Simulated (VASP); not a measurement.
# TaBi (Fm-3m) in VASP: further runs

Runs on TaBi. Level: PBEsol. Tasks: single point.

Program: VASP 6.6.1. These are calculated values, not measurements. Logs are shortened: lines on timing, memory, paths and dates and some standing lists are left out, and cuts for length are marked.

**1. The cell of the first run**

It takes space group Fm-3m (No. 225, cubic). The conventional cell has a = 5.740 Å, b = 5.740 Å, c = 5.740 Å, α = 90.00°, β = 90.00°, γ = 90.00°. Ta (site symmetry m-3m) has 6 Bi at 2.87 Å within 3.8 Å. Bi (site symmetry m-3m) has 6 Ta at 2.87 Å within 3.8 Å.

**2. Single point, PBEsol (23.64 Å³/atom)**

Contents of INCAR:

```
PREC = Accurate ; ENCUT = 520
EDIFF = 1E-7 ; ISMEAR = 0
SIGMA = 0.05 ; LREAL = F
LASPH = T ; NELM = 60
ALGO = Normal ; ISIF = 2
LWAVE = F ; LCHARG = T
GGA = PS ; LELF = T
LVHAR = T ; NBANDS = 20
```

Contents of KPOINTS:

```
Automatic mesh
0
Gamma
  10 10 10
```

Contents of POSCAR:

```
TaBi
1.0
    0.0000000000      2.8699001853      2.8699001853
    2.8699001853      0.0000000000      2.8699001853
    2.8699001853      2.8699001853      0.0000000000
Ta Bi
1 1
Direct
    0.5000000000      0.5000000000      0.5000000000
    0.0000000000      0.0000000000      0.0000000000
```

Potentials or basis: VASP PAW PBE potentials, release 64 (Ta_pv, Bi_d).

On the command line:

```bash
$ cat potpaw_PBE.64/Ta_pv/POTCAR potpaw_PBE.64/Bi_d/POTCAR > POTCAR
$ mpirun -np 1 vasp_std > vasp.out
```

OUTCAR:

```text
PREC = Accurate
   ENCUT = 520
   EDIFF = 1E-7
   ISMEAR = 0
   LREAL = F
   LASPH = T
   NELM = 60
   ISIF = 2
   GGA = PS

 ion  position               nearest neighbor table
   1  0.500  0.500  0.500-   2 2.87   2 2.87   2 2.87   2 2.87   2 2.87   2 2.87
   2  0.000  0.000  0.000-   1 2.87   1 2.87   1 2.87   1 2.87   1 2.87   1 2.87

  LATTYP: Found a face centered cubic cell.
 ALAT       =     5.7398003706

  Lattice vectors:

 A1 = (   0.0000000000,   2.8699001853,   2.8699001853)
 A2 = (   2.8699001853,   0.0000000000,   2.8699001853)
 A3 = (   2.8699001853,   2.8699001853,   0.0000000000)

Analysis of symmetry for initial positions (statically):
=====================================================================
 Subroutine PRICEL returns:
 Original cell was already a primitive cell.

 Routine SETGRP: Setting up the symmetry group for a
 face centered cubic supercell.

 Subroutine GETGRP returns: Found 48 space group operations
 (whereof 48 operations were pure point group operations)
 out of a pool of 48 trial point group operations.

The static configuration has the point symmetry O_h .

Analysis of symmetry for dynamics (positions and initial velocities):
=====================================================================
 Subroutine PRICEL returns:
 Original cell was already a primitive cell.

 Routine SETGRP: Setting up the symmetry group for a
 face centered cubic supercell.

 Subroutine GETGRP returns: Found 48 space group operations
 (whereof 48 operations were pure point group operations)
 out of a pool of 48 trial point group operations.

The dynamic configuration has the point symmetry O_h .

 Subroutine INISYM returns: Found 48 space group operations
 (whereof 48 operations are pure point group operations),
 and found     1 'primitive' translations

----------------------------------------------------------------------------------------

                                     Primitive cell

  volume of cell :      47.2749

  direct lattice vectors                    reciprocal lattice vectors
     0.000000000  2.869900185  2.869900185    -0.174222087  0.174222087  0.174222087
     2.869900185  0.000000000  2.869900185     0.174222087 -0.174222087  0.174222087
     2.869900185  2.869900185  0.000000000     0.174222087  0.174222087 -0.174222087

  length of vectors
     4.058651765  4.058651765  4.058651765     0.301761507  0.301761507  0.301761507

  position of ions in fractional coordinates (direct lattice)
     0.500000000  0.500000000  0.500000000
[... 70 lines left out ...]
   ISTART =      0    job   : 0-new  1-cont  2-samecut
   ICHARG =      2    charge: 1-file 2-atom 10-const
   ISPIN  =      1    spin polarized calculation?
   LNONCOLLINEAR =      F non collinear calculations
   LSORBIT =      F    spin-orbit coupling
   LASPH  =      T    aspherical Exc in radial PAW
   ENCUT  =  520.0 eV  38.22 Ry    6.18 a.u.   7.55  7.55  7.55*2*pi/ulx,y,z
   NELM   =     60;   NELMIN=  2; NELMDL= -5     # of ELM steps
   EDIFF  = 0.1E-06   stopping-criterion for ELM
   LREAL  =      F    real-space projection
   EDIFFG = 0.1E-05   stopping-criterion for IOM
   NSW    =      0    number of steps for IOM
   IBRION =     -1    ionic relax: 0-MD 1-quasi-New 2-CG
   NFREE  =      0    steps in history (QN), initial steepest desc. (CG)
   ISIF   =      2    stress and relaxation
   ISYM   =      2    0-nonsym 1-usesym 2-fastsym
   POTIM  = 0.5000    time-step for ionic-motion
   TEBEG  =    0.0;   TEEND  =   0.0 temperature during run
   PSTRESS=    0.0 pullay stress
   NELECT =      26.0000    total number of electrons
   NUPDOWN=      -1.0000    fix difference up-down
   EMIN   =  10.00;   EMAX   =-10.00  energy-range for DOS
   EFERMI =   0.00;   METHOD = LEGACY
   ISMEAR =     0;   SIGMA  =   0.05  broadening in eV -4-tet -1-fermi 0-gaus
   EFERMI_NEDOS =   21; number of points for ismear=-14 and -15
   IALGO  =     38    algorithm
   IMIX   =      4    mixing-type and parameters
     AMIX     =   0.40;   BMIX     =  1.00
     AMIX_MAG =   1.60;   BMIX_MAG =  1.00
  volume/ion in A,a.u.               =      23.64       159.51
  Fermi-wavevector in a.u.,A,eV,Ry     =   1.341289  2.534669 24.477660  1.799057
  Thomas-Fermi vector in A             =   2.469535
   LORBIT       =      0    0 simple, 1 ext, 2 COOP (PROOUT), +10 PAW based schemes
   GGA     = PS    functional components
   LHFCALC =     F    Hartree Fock is set to
   AEXX    =    0.0000 exact exchange contribution
   IVDW    =     0    specifies the selected vdW correction
   LEPSILON=     F    determine dielectric tensor
   LRPA    =     F    only Hartree local field effects (RPA)
 non-spin polarized calculation
 Gauss-broadening in eV      SIGMA  =   0.05
  energy-cutoff  :      520.00
  volume of cell :       47.27
 maximum number of plane-waves:      1295
   NGX = 15   NGY = 15   NGZ = 15

 number of electron      25.9999994 magnetization

 Free energy of the ion-electron system (eV)
  ---------------------------------------------------
  ext. energy  EPLUGINS =         0.00000000
  ---------------------------------------------------
  free energy    TOTEN  =       -14.70523699 eV

  energy without entropy =      -14.70165931  energy(sigma->0) =      -14.70344815

 E-fermi :   8.0019     XC(G=0): -11.4950

 val. band max:        8.0005485109   @ k =  -0.4000   0.2000   0.0000
 cond. band min:       8.0039931630   @ k =   0.3000   0.1000   0.0000
 fundamental gap:      0.0034446521
 Fermi energy:         8.0019034942

 k-point     1 :       0.0000    0.0000    0.0000
  band No.  band energies     occupation
      1     -27.4009      2.00000
      2     -27.4009      2.00000
      3     -27.4009      2.00000
      4     -15.1070      2.00000
      5     -15.1070      2.00000
      6     -15.0010      2.00000
[... 541 lines left out ...]
     19      16.5397      0.00000
     20      18.2288      0.00000

 [... further k-points ...]
[... 5 lines left out ...]
  --------------------------------------------------------------------------------------
  -------------------------------------------------------------------------------------
  Total        0.0579268      0.0579268      0.0579268     -0.0000000      0.0000000      0.0000000
  in kB        1.9631796      1.9631796      1.9631796     -0.0000000      0.0000000      0.0000000
  external PRESSURE =       1.9631796 kB  Pullay stress =       0.0000000 kB

 VOLUME and BASIS-vectors are now :
 -----------------------------------------------------------------------------
  energy-cutoff  :      520.00
  volume of cell :       47.27
      direct lattice vectors                 reciprocal lattice vectors
     0.000000000  2.869900185  2.869900185    -0.174222087  0.174222087  0.174222087
     2.869900185  0.000000000  2.869900185     0.174222087 -0.174222087  0.174222087
     2.869900185  2.869900185  0.000000000     0.174222087  0.174222087 -0.174222087

 POSITION                                       TOTAL-FORCE (eV/Angst)
 -----------------------------------------------------------------------------------
      2.86990      2.86990      2.86990         0.000000      0.000000      0.000000
      0.00000      0.00000      0.00000        -0.000000     -0.000000      0.000000
 -----------------------------------------------------------------------------------
    total drift:                               -0.000000      0.000000      0.000000

  FREE ENERGIE OF THE ION-ELECTRON SYSTEM (eV)
  ---------------------------------------------------
  free  energy   TOTEN  =       -14.7052369942 eV

  energy  without entropy=      -14.7016593125  energy(sigma->0) =      -14.70344815
```

stdout:

```text
POSCAR found type information on POSCAR TaBi
 POSCAR found :  2 types and       2 ions
 scaLAPACK will be used
 -----------------------------------------------------------------------------
|                                                                             |
|                                                                             |
|     You enforced a specific xc type in the INCAR file but a different       |
|     I HOPE YOU KNOW WHAT YOU ARE DOING!                                     |
|                                                                             |
 -----------------------------------------------------------------------------

 LDA part: xc-table for (Slater+PW92), standard interpolation
 POSCAR, INCAR and KPOINTS ok, starting setup
 FFT: planning ... GRIDC
 FFT: planning ... GRID_SOFT
 FFT: planning ... GRID
 WAVECAR not read
 entering main loop
```

It took 59 s on 1 thread of Intel Xeon 8259CL, shared host; peak memory 0.2 GiB.

What came out:

* Free energy: -14.7052 eV
* Pressure: 0.2 GPa
* Band gap on the k mesh: zero (bands 13 and 14 overlap by 1.09 eV)

Caveat: the PAW data sets were made with another functional, which shifts forces and pressure a little; spin-orbit coupling is left out, which moves the levels of the heavy elements.

[end of part 1 of 2]
